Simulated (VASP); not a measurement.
Crystal: HgH3.

```
Hg H
1.0
    -1.69437    1.69437    3.78484
     1.69437   -1.69437    3.78484
     1.69437    1.69437   -3.78484
Hg H
1 3
Direct
  0.00000 0.00000 0.00000
  0.50000 0.50000 0.00000
  0.25000 0.75000 0.50000
  0.75000 0.25000 0.50000
```

```yaml
Program: VASP 6.6.1
Task: relaxation of cell and atoms
Functional: PBE
Potentials_or_basis: VASP PAW PBE potentials, release 64 (Hg, H)
Cutoff: 600 eV
k_mesh: 8 × 8 × 8
Occupations: gaussian, width 0.1 eV
Spin: no spin polarisation
```

At the start: pressure -10.8 GPa; volume 10.87 Å³/atom.

Problem. How do energy, volume and symmetry change on relaxing?

Solution. Over 15 steps the energy falls by 112.5 meV/atom and the volume is 8.92 Å³/atom (-17.9 %); space group I4/mmm (No. 139, to 0.05 Å).

The path:
```
step  energy change (eV)  largest force (eV/Å)  pressure (GPa)  volume (Å³)
   1              0.0000                0.0000          -10.79        43.46
   2             -0.2716                0.0000           -7.77        39.02
   3             -0.4108                0.0000           -1.81        34.95
   4             -0.4169                0.0000            0.96        33.76
   5             -0.4174                0.0000            0.29        34.04
   6             -0.4237                0.0000            0.31        34.04
   7             -0.4294                0.0000            0.73        34.05
   8             -0.4296                0.0000            0.80        34.05
   9             -0.4301                0.0000            1.04        34.05
  10             -0.4333                0.0000            1.50        34.04
  11             -0.4360                0.0000            2.61        33.99
  12             -0.4421                0.0000            1.78        34.46
  13             -0.4482                0.0000            0.56        35.21
  14             -0.4453                0.0000           -1.49        36.72
  15             -0.4498                0.0000           -0.04        35.67
```

Final structure:
```
Hg H
1.0
    -1.49638    1.49638    3.98275
     1.49638   -1.49638    3.98275
     1.49638    1.49638   -3.98275
Hg H
1 3
Direct
  0.00000 0.00000 0.00000
  0.50000 0.50000 0.00000
  0.25000 0.75000 0.50000
  0.75000 0.25000 0.50000
```

Caveat: the volume moved by over 15 % at a fixed basis, so the end points are rough.
